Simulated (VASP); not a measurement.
# Mo (Im-3m) in VASP: further runs

Mo is run at these levels: PBE; tasks: single point.

Program: VASP 6.6.1. These are calculated values, not measurements. Logs are shortened: lines on timing, memory, paths and dates and some standing lists are left out, and cuts for length are marked.

### 1 The cell of the first run

Symmetry: Im-3m, No. 229, cubic system. Conventional cell: a = 3.118 Å, b = 3.118 Å, c = 3.118 Å, α = 90.00°, β = 90.00°, γ = 90.00°. Within 3.6 Å of Mo (site symmetry m-3m) lie 14 Mo at 2.70 to 3.12 Å.

### 2 Single point, PBE

The input, INCAR:

```
  PREC = Accurate
  ENCUT = 500
  EDIFF = 1E-6
  ISMEAR = -4
  SIGMA = 0.1
  LREAL = False
  LASPH = True
  NELM = 120
  ALGO = Normal
  ISIF = 2
  LWAVE = False
  LCHARG = False
  GGA = PE
  NBANDS = 13
  GGA_COMPAT = False
```

The input, KPOINTS:

```
regular mesh
0
Gamma
  8 8 8
```

The input, POSCAR:

```
Mo
1.0
   -1.5592010000      1.5592010000      1.5592010000
    1.5592010000     -1.5592010000      1.5592010000
    1.5592010000      1.5592010000     -1.5592010000
Mo
1
Direct
    0.0000000000      0.0000000000      0.0000000000
```

Potentials or basis: VASP PAW PBE potentials, release 64 (Mo_sv).

Launch:

```bash
> cat potpaw_PBE.64/Mo_sv/POTCAR > POTCAR
> mpirun -np 1 vasp_std > vasp.out
```

OUTCAR:

```text
PREC = Accurate
   ENCUT = 500
   EDIFF = 1E-6
   ISMEAR = -4
   LREAL = False
   LASPH = True
   NELM = 120
   ISIF = 2
   GGA = PE

 ion  position               nearest neighbor table
   1  0.000  0.000  0.000-

  LATTYP: Found a body centered cubic cell.
 ALAT       =     3.1184020000

  Lattice vectors:

 A1 = (  -1.5592010000,   1.5592010000,   1.5592010000)
 A2 = (   1.5592010000,  -1.5592010000,   1.5592010000)
 A3 = (   1.5592010000,   1.5592010000,  -1.5592010000)

Analysis of symmetry for initial positions (statically):
=====================================================================
 Subroutine PRICEL returns:
 Original cell was already a primitive cell.

 Routine SETGRP: Setting up the symmetry group for a
 body centered cubic supercell.

 Subroutine GETGRP returns: Found 48 space group operations
 (whereof 48 operations were pure point group operations)
 out of a pool of 48 trial point group operations.

The static configuration has the point symmetry O_h .

Analysis of symmetry for dynamics (positions and initial velocities):
=====================================================================
 Subroutine PRICEL returns:
 Original cell was already a primitive cell.

 Routine SETGRP: Setting up the symmetry group for a
 body centered cubic supercell.

 Subroutine GETGRP returns: Found 48 space group operations
 (whereof 48 operations were pure point group operations)
 out of a pool of 48 trial point group operations.

The dynamic configuration has the point symmetry O_h .

 Subroutine INISYM returns: Found 48 space group operations
 (whereof 48 operations are pure point group operations),
 and found     1 'primitive' translations

----------------------------------------------------------------------------------------

                                     Primitive cell

  volume of cell :      15.1623

  direct lattice vectors                    reciprocal lattice vectors
    -1.559201000  1.559201000  1.559201000     0.000000000  0.320677065  0.320677065
     1.559201000 -1.559201000  1.559201000     0.320677065  0.000000000  0.320677065
     1.559201000  1.559201000 -1.559201000     0.320677065  0.320677065  0.000000000

  length of vectors
     2.700615351  2.700615351  2.700615351     0.453505854  0.453505854  0.453505854

  position of ions in fractional coordinates (direct lattice)
     0.000000000  0.000000000  0.000000000

  ion indices of the primitive-cell ions
   primitive index   ion index
                 1           1

----------------------------------------------------------------------------------------

 KPOINTS: regular mesh

Automatic generation of k-mesh.
 Grid dimensions read from file:
 generate k-points for:    8    8    8

 Generating k-lattice:

  Cartesian coordinates                     Fractional coordinates (reciprocal lattice)
     0.000000000  0.040084633  0.040084633     0.125000000  0.000000000  0.000000000
     0.040084633  0.000000000  0.040084633     0.000000000  0.125000000  0.000000000
     0.040084633  0.040084633  0.000000000     0.000000000  0.000000000  0.125000000

  Length of vectors
     0.056688232  0.056688232  0.056688232

  Shift w.r.t. Gamma in fractional coordinates (k-lattice)
     0.000000000  0.000000000  0.000000000

 TETIRR: Found    513 inequivalent tetrahedra from     3072

 Subroutine IBZKPT returns following result:
 ===========================================

 Found     29 irreducible k-points:

 Following reciprocal coordinates:
            Coordinates               Weight
  0.000000  0.000000  0.000000      1.000000
  0.125000  0.000000  0.000000     12.000000
  0.250000  0.000000  0.000000     12.000000
  0.375000  0.000000  0.000000     12.000000
  0.500000  0.000000  0.000000      6.000000
  0.125000  0.125000  0.000000     24.000000
[... 16 lines left out ...]
 -0.250000  0.250000  0.250000      6.000000
 -0.375000  0.375000  0.250000     24.000000
 [... further k-points ...]
   k-points           NKPTS =     29   k-points in BZ     NKDIM =     29   number of bands    NBANDS=     13
   number of dos      NEDOS =    301   number of ions     NIONS =      1
   total plane-waves  NPLWV =   8000
   dimension x,y,z NGX =    20 NGY =   20 NGZ =   20
   dimension x,y,z NGXF=    40 NGYF=   40 NGZF=   40
   ions per type =               1
   NGX,Y,Z   is equivalent  to a cutoff of  12.31, 12.31, 12.31 a.u.
   NGXF,Y,Z  is equivalent  to a cutoff of  24.62, 24.62, 24.62 a.u.
 SYSTEM =  unknown system
   PREC   = accura    normal or accurate (medium, high low for compatibility)
   ISTART =      0    job   : 0-new  1-cont  2-samecut
   ICHARG =      2    charge: 1-file 2-atom 10-const
   ISPIN  =      1    spin polarized calculation?
   LNONCOLLINEAR =      F non collinear calculations
   LSORBIT =      F    spin-orbit coupling
   LASPH  =      T    aspherical Exc in radial PAW
   ENCUT  =  500.0 eV  36.75 Ry    6.06 a.u.   4.92  4.92  4.92*2*pi/ulx,y,z
   NELM   =    120;   NELMIN=  2; NELMDL= -5     # of ELM steps
   EDIFF  = 0.1E-05   stopping-criterion for ELM
   LREAL  =      F    real-space projection
   EDIFFG = 0.1E-04   stopping-criterion for IOM
   NSW    =      0    number of steps for IOM
   IBRION =     -1    ionic relax: 0-MD 1-quasi-New 2-CG
   NFREE  =      0    steps in history (QN), initial steepest desc. (CG)
   ISIF   =      2    stress and relaxation
   ISYM   =      2    0-nonsym 1-usesym 2-fastsym
   POTIM  = 0.5000    time-step for ionic-motion
   TEBEG  =    0.0;   TEEND  =   0.0 temperature during run
   PSTRESS=    0.0 pullay stress
   NELECT =      14.0000    total number of electrons
   NUPDOWN=      -1.0000    fix difference up-down
   EMIN   =  10.00;   EMAX   =-10.00  energy-range for DOS
   EFERMI =   0.00;   METHOD = LEGACY
   ISMEAR =    -4;   SIGMA  =   0.10  broadening in eV -4-tet -1-fermi 0-gaus
   EFERMI_NEDOS =   21; number of points for ismear=-14 and -15
   IALGO  =     38    algorithm
   IMIX   =      4    mixing-type and parameters
     AMIX     =   0.40;   BMIX     =  1.00
     AMIX_MAG =   1.60;   BMIX_MAG =  1.00
  volume/ion in A,a.u.               =      15.16       102.32
  Fermi-wavevector in a.u.,A,eV,Ry     =   1.594148  3.012504 34.576609  2.541309
  Thomas-Fermi vector in A             =   2.692268
   LORBIT       =      0    0 simple, 1 ext, 2 COOP (PROOUT), +10 PAW based schemes
   GGA     = PE    functional components
   LHFCALC =     F    Hartree Fock is set to
   AEXX    =    0.0000 exact exchange contribution
   IVDW    =     0    specifies the selected vdW correction
   LEPSILON=     F    determine dielectric tensor
   LRPA    =     F    only Hartree local field effects (RPA)
 non-spin polarized calculation
 Fermi weights with tetrahedron method witout Bloechl corrections
  energy-cutoff  :      500.00
  volume of cell :       15.16
 maximum number of plane-waves:       402
   NGX =  9   NGY =  9   NGZ =  9

 number of electron      13.9999997 magnetization

 Free energy of the ion-electron system (eV)
  ---------------------------------------------------
  ext. energy  EPLUGINS =         0.00000000
  ---------------------------------------------------
  free energy    TOTEN  =       -10.78469474 eV

  energy without entropy =      -10.78469474  energy(sigma->0) =      -10.78469474

 E-fermi :  13.0814     XC(G=0): -13.5689

 val. band max:       13.1562979933   @ k =   0.3750   0.0000   0.0000
 cond. band min:      12.9210380994   @ k =  -0.2500   0.2500   0.1250
 fundamental gap:     -0.2352598940
 Fermi energy:        13.0814490926

 k-point     1 :       0.0000    0.0000    0.0000
  band No.  band energies     occupation
      1     -48.2272      2.00000
      2     -21.4179      2.00000
      3     -21.4179      2.00000
      4     -21.4179      2.00000
      5       5.7570      2.00000
      6      11.6485      2.00000
      7      11.6485      2.00000
      8      11.6485      1.98430
      9      14.7910      0.00000
     10      14.7910      0.00000
     11      27.9678      0.00000
     12      27.9678      0.00000
     13      27.9678      0.00000

 k-point     2 :       0.1250    0.0000    0.0000
  band No.  band energies     occupation
      1     -48.1844      2.00000
      2     -21.6580      2.00000
      3     -21.4918      2.00000
      4     -21.4198      2.00000
      5       6.4379      2.00000
      6      11.2674      2.00000
      7      11.5543      2.00000
      8      12.3154      1.56812
      9      14.3322      0.00000
     10      14.8085      0.00000
     11      28.4137      0.00000
     12      29.1456      0.00000
     13      29.2072      0.00000

 k-point     3 :       0.2500    0.0000    0.0000
  band No.  band energies     occupation
      1     -48.0796      2.00000
      2     -22.2150      2.00000
      3     -21.6665      2.00000
      4     -21.4248      2.00000
      5       7.7448      2.00000
      6      10.4655      2.00000
      7      11.4755      2.00000
      8      14.1667      0.09104
      9      14.2409      0.00000
     10      14.9573      0.00000
     11      28.0342      0.00000
     12      29.6227      0.00000
     13      32.2675      0.00000

 k-point     4 :       0.3750    0.0000    0.0000
  band No.  band energies     occupation
      1     -47.9729      2.00000
      2     -22.7441      2.00000
      3     -21.8364      2.00000
      4     -21.4299      2.00000
      5       7.8170      2.00000
      6       9.7827      2.00000
      7      13.1563      1.77573
      8      14.7794      0.00009
      9      15.2841      0.00000
     10      16.6236      0.00000
     11      26.0668      0.00000
     12      26.9101      0.00000
     13      33.1094      0.00000

 k-point     5 :       0.5000    0.0000    0.0000
  band No.  band energies     occupation
      1     -47.9280      2.00000
      2     -22.9563      2.00000
      3     -21.9055      2.00000
      4     -21.4321      2.00000
      5       7.5722      2.00000
      6       9.5258      2.00000
      7      14.8352      0.51491
      8      14.8364      0.00000
      9      15.4900      0.00000
     10      18.0269      0.00000
     11      25.1152      0.00000
     12      25.2017      0.00000
     13      30.8296      0.00000

 k-point     6 :       0.1250    0.1250    0.0000
  band No.  band energies     occupation
      1     -48.1105      2.00000
      2     -22.0389      2.00000
      3     -21.5808      2.00000
      4     -21.4762      2.00000
      5       7.5514      2.00000
      6      10.8958      2.00000
      7      10.9647      2.00000
      8      13.7741      0.26145
      9      13.8937      0.00000
     10      15.0984      0.00000
     11      29.2082      0.00000
     12      29.5925      0.00000
     13      30.6066      0.00000

 k-point     7 :       0.2500    0.1250   -0.0000
  band No.  band energies     occupation
      1     -48.0045      2.00000
      2     -22.5188      2.00000
      3     -21.7954      2.00000
      4     -21.5028      2.00000
      5       8.4230      2.00000
      6      10.1498      2.00000
      7      11.3274      1.99519
      8      14.1332      0.01103
      9      15.4260      0.00000
     10      16.3374      0.00000
     11      27.3683      0.00000
     12      28.5323      0.00000
     13      32.7628      0.00000
[... 193 lines left out ...]
 k-point    20 :      -0.3750    0.5000    0.1250
  band No.  band energies     occupation
      1     -47.8767      2.00000
      2     -22.7281      2.00000
      3     -22.1785      2.00000
      4     -21.6983      2.00000
      5       8.8837      2.00000
      6      10.2633      2.00000
      7      11.0577      1.98991
      8      13.8936      0.00294
      9      16.4672      0.00000
     10      20.1580      0.00000
     11      25.0571      0.00000
     12      27.5973      0.00000
     13      30.6214      0.00000

 k-point    21 :      -0.3750   -0.3750    0.1250
  band No.  band energies     occupation
      1     -47.8500      2.00000
      2     -22.5295      2.00000
      3     -22.5295      2.00000
      4     -21.7116      2.00000
      5       9.8326      2.00000
      6       9.8326      2.00000
      7      10.0959      1.99214
      8      15.4516      0.00000
      9      15.4516      0.00000
     10      23.7824      0.00000
     11      24.1488      0.00000
     12      24.1488      0.00000
     13      33.1759      0.00000

 k-point    22 :       0.2500    0.2500    0.2500
  band No.  band energies     occupation
      1     -47.9043      2.00000
      2     -22.2006      2.00000
      3     -22.2006      2.00000
      4     -22.2006      2.00000
      5      10.3893      2.00000
      6      10.3893      2.00000
      7      10.3893      2.00000
      8      15.6222      0.00000
      9      15.6222      0.00000
     10      23.0221      0.00000
     11      24.9646      0.00000
     12      24.9646      0.00000
     13      24.9646      0.00000

 k-point    23 :      -0.2500    0.2500    0.2500
  band No.  band energies     occupation
      1     -47.9536      2.00000
      2     -22.2453      2.00000
      3     -21.9373      2.00000
      4     -21.9373      2.00000
      5       9.2955      2.00000
      6      10.2592      2.00000
      7      12.4255      1.96008
      8      12.4255      1.41550
      9      13.9647      0.00000
     10      16.6778      0.00000
     11      28.5145      0.00000
     12      31.7844      0.00000
     13      32.2066      0.00000

 k-point    24 :      -0.3750    0.3750    0.2500
  band No.  band energies     occupation
      1     -47.8627      2.00000
      2     -22.5599      2.00000
      3     -22.1216      2.00000
      4     -21.9836      2.00000
      5       8.9827      2.00000
      6       9.5959      2.00000
      7      12.4161      1.83605
      8      13.2868      0.12658
      9      16.0737      0.00000
     10      18.3098      0.00000
     11      27.2897      0.00000
     12      29.3795      0.00000
     13      30.3547      0.00000

 [... further k-points ...]
[... 5 lines left out ...]
  --------------------------------------------------------------------------------------
  -------------------------------------------------------------------------------------
  Total        1.4470284      1.4470284      1.4470284      0.0000000      0.0000000      0.0000000
  in kB      152.9048719    152.9048719    152.9048719      0.0000000      0.0000000      0.0000000
  external PRESSURE =     152.9048719 kB  Pullay stress =       0.0000000 kB

 VOLUME and BASIS-vectors are now :
 -----------------------------------------------------------------------------
  energy-cutoff  :      500.00
  volume of cell :       15.16
      direct lattice vectors                 reciprocal lattice vectors
    -1.559201000  1.559201000  1.559201000     0.000000000  0.320677065  0.320677065
     1.559201000 -1.559201000  1.559201000     0.320677065  0.000000000  0.320677065
     1.559201000  1.559201000 -1.559201000     0.320677065  0.320677065  0.000000000

 POSITION                                       TOTAL-FORCE (eV/Angst)
 -----------------------------------------------------------------------------------
      0.00000      0.00000      0.00000         0.000000      0.000000     -0.000000
 -----------------------------------------------------------------------------------
    total drift:                                0.000000     -0.000000      0.000000

  FREE ENERGIE OF THE ION-ELECTRON SYSTEM (eV)
  ---------------------------------------------------
  free  energy   TOTEN  =       -10.7846947434 eV

  energy  without entropy=      -10.7846947434  energy(sigma->0) =      -10.78469474
```

Wall time 7.8 s (1 thread of Intel Xeon Platinum 8375C at 2.90GHz (Ice Lake), shared host); peak memory 0.12 GiB.

Results:

- Free energy: -10.7847 eV
- Pressure: 15.3 GPa
- Band gap on the k mesh: zero (band 7 reaches 17.22 eV, above the bottom of band 8 at 11.65 eV)

### 3 Single point, PBE, collinear spin, zero start

The input, INCAR:

```
SYSTEM = Mo
PREC = Accurate
ENCUT = 500
EDIFF = 1E-6
ISMEAR = -1
SIGMA = 0.1
LREAL = .FALSE.
LASPH = .TRUE.
NELM = 200
ALGO = Normal
ISIF = 2
LWAVE = .FALSE.
LCHARG = .FALSE.
ISPIN = 2
MAGMOM = 0
LORBIT = 11
LMAXMIX = 4
GGA = PE
NBANDS = 17
GGA_COMPAT = .FALSE.
```

The input, KPOINTS:

```
Automatic mesh
0
Gamma
  8 8 8
  0.5 0.5 0.5
```

POSCAR is that of step 2.

Potentials or basis: VASP PAW PBE potentials, release 64 (Mo_sv).

Launch:

```bash
> cat potpaw_PBE.64/Mo_sv/POTCAR > POTCAR
> mpirun -np 1 vasp_std > vasp.out
```

OUTCAR:

```text
SYSTEM = Mo
   PREC = Accurate
   ENCUT = 500
   EDIFF = 1E-6
   ISMEAR = -1
   LREAL = .FALSE.
   LASPH = .TRUE.
   NELM = 200
   ISIF = 2
   ISPIN = 2
   LORBIT = 11
   GGA = PE

 ion  position               nearest neighbor table
   1  0.000  0.000  0.000-

  LATTYP: Found a body centered cubic cell.
 ALAT       =     3.1184020000

  Lattice vectors:

 A1 = (  -1.5592010000,   1.5592010000,   1.5592010000)
 A2 = (   1.5592010000,  -1.5592010000,   1.5592010000)
[... 1169 lines left out ...]
  -------------------------------------------------------------------------------------
  Total        1.1637439      1.1637439      1.1637439     -0.0000000      0.0000000     -0.0000000
  in kB      122.9707160    122.9707160    122.9707160     -0.0000000      0.0000000     -0.0000000
  external PRESSURE =     122.9707160 kB  Pullay stress =       0.0000000 kB

 VOLUME and BASIS-vectors are now :
 -----------------------------------------------------------------------------
  energy-cutoff  :      500.00
  volume of cell :       15.16
      direct lattice vectors                 reciprocal lattice vectors
    -1.559201000  1.559201000  1.559201000     0.000000000  0.320677065  0.320677065
     1.559201000 -1.559201000  1.559201000     0.320677065  0.000000000  0.320677065
     1.559201000  1.559201000 -1.559201000     0.320677065  0.320677065  0.000000000

 POSITION                                       TOTAL-FORCE (eV/Angst)
 -----------------------------------------------------------------------------------
      0.00000      0.00000      0.00000         0.000000      0.000000     -0.000000
 -----------------------------------------------------------------------------------
    total drift:                                0.000000     -0.000000      0.000000

  FREE ENERGIE OF THE ION-ELECTRON SYSTEM (eV)
  ---------------------------------------------------
  free  energy   TOTEN  =       -10.9192955199 eV

  energy  without entropy=      -10.8904519557  energy(sigma->0) =      -10.90487374

 total charge

# of ion       s       p       d       tot
------------------------------------------
    1        2.393   6.215   3.969  12.577

 magnetization (x)

# of ion       s       p       d       tot
------------------------------------------
    1       -0.000   0.000  -0.000  -0.000
```

stdout:

```text
POSCAR found type information on POSCAR Mo
 POSCAR found :  1 types and       1 ions
 scaLAPACK will be used
 LDA part: xc-table for (Slater+PW92), standard interpolation
 POSCAR, INCAR and KPOINTS ok, starting setup
 FFT: planning ... GRIDC
 FFT: planning ... GRID_SOFT
 FFT: planning ... GRID
 WAVECAR not read
 entering main loop
```

Run time: 20 s. Hardware: 1 thread of Intel Xeon Platinum 8375C at 2.90GHz (Ice Lake), shared host; peak memory 0.13 GiB.

Results:

```
Free energy                                           : -10.9193 eV
Pressure                                              : 12.3 GPa
Band gap on the k mesh                                : zero (filled and empty bands overlap)
Net moment                                            : 0.00 μB per cell
Valence electrons inside the program's atomic spheres : Mo 12.58
```

Levels at points of the mesh, in eV from the Fermi level:
Spin up:
| k point | band 5 | band 6 | band 7 | band 8 | band 9 | band 10 |
| --- | --- | --- | --- | --- | --- | --- |
| (0.06, 0.06, 0.06) | -6.42 | -1.96 | -1.96 | -0.28 | 1.41 | 1.41 |
Spin down:
```tsv
k point	band 3	band 4	band 5	band 6	band 7	band 8	band 9	band 10	band 11	band 12
(0.06, 0.06, 0.06)	-34.58	-34.58	-6.42	-1.96	-1.96	-0.28	1.41	1.41	15.51	16.31
```
